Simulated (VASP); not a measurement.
Input of a VASP 6.6.1 run:

The input INCAR:

```
SYSTEM = Cs2H3
PREC = Accurate
ENCUT = 600
EDIFF = 1E-7
ISMEAR = 0
SIGMA = 0.1
LREAL = .False.
LASPH = .True.
NELM = 80
ALGO = Normal
ISIF = 3
LWAVE = .False.
LCHARG = .False.
GGA = PE
IBRION = 2
NSW = 90
EDIFFG = -0.04
```

KPOINTS

```
Automatic mesh
0
Gamma
  3 3 4
  0 0 0
```

File POSCAR:

```
Cs2H3
1.0
    5.9520956300      0.0000000000      0.0000000000
   -2.9760478100      5.1546660200      0.0000000000
    0.0000000000      0.0000000000      4.2708841800
Cs H
2 3
Direct
    0.3333333300      0.6666666700      0.5000000000
    0.6666666700      0.3333333300      0.5000000000
    0.5709599200      0.0000000000      0.0000000000
    0.0000000000      0.5709599200      0.0000000000
    0.4290400800      0.4290400800      0.0000000000
```

Potentials or basis: VASP PAW PBE potentials, release 64 (Cs_sv, H).

The run is started by

```console
$ cat potpaw_PBE.64/Cs_sv/POTCAR potpaw_PBE.64/H/POTCAR > POTCAR
$ mpirun -np 1 vasp_std > vasp.out
```

(1) What does it give for the relaxed volume?

(2) Estimate the relaxed cell.

(3) Estimate the band gap on the k mesh.

(4) Estimate the space group after relaxing (to 0.1 Å).

Results:

(1) 39.37 Å³/atom.

(2) a = 7.472 Å, b = 7.472 Å, c = 4.072 Å, α = 90.00°, β = 90.00°, γ = 120.00°.

(3) zero (an odd number of electrons rules out a gap without spin polarisation).

(4) P-62m (No. 189).

Caveat: the k points lie up to 0.39 Å⁻¹ apart in the final cell, too coarse for converged energies and pressures of a metal; the volume moved by over 15 % at a fixed basis, so the end points are rough; spin-orbit coupling is left out, which moves the levels of the heavy elements; an odd number of electrons without spin polarisation forces a metal; a magnetic or distorted state may lie lower.
